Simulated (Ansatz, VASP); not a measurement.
**Ga3BAs4: VASP beside Ansatz**

```
Ga B As
1.0
     5.51174    0.00000    0.00000
     0.00000    5.51174    0.00000
     0.00000    0.00000    5.51174
Ga B As
3 1 4
Direct
  0.50000 0.00000 0.50000
  0.50000 0.50000 0.00000
  0.00000 0.50000 0.50000
  0.00000 0.00000 0.00000
  0.22767 0.77233 0.77233
  0.22767 0.22767 0.22767
  0.77233 0.77233 0.22767
  0.77233 0.22767 0.77233
```

Alike in both runs: functional PBE; k mesh 8 × 8 × 8; occupations gaussian, width 0.02 eV; no spin polarisation.

Ansatz relaxed the structure, and its values are those at the end. VASP's run is a single point on that final structure, the one shown.

```csv
,VASP,Ansatz
version,VASP 6.6.1,Ansatz 0.2.0
potentials or method,"VASP PAW PBE potentials, release 64 (Ga_d, B, As), cutoff 520 eV","scalar-relativistic, plane waves, PAW"
valence electrons in the cell,62,102
```

VASP gave:

```
gap on the k mesh at the Fermi level (eV) : 0.54
least direct gap on the mesh (eV)         : 0.61
pressure (GPa)                            : 0.2
rms of the force components (eV/Å)        : 0.000
```

**Question.** What did Ansatz give for the same quantities?

**Answer.** gap on the k mesh at the Fermi level (eV): 0.54; least direct gap on the mesh (eV): 0.61; pressure (GPa): 0.0; rms of the force components (eV/Å): 0.004.

VASP's potentials hold 62 valence electrons a cell and Ansatz's 102, so a difference there can come from the potentials and not from the codes.
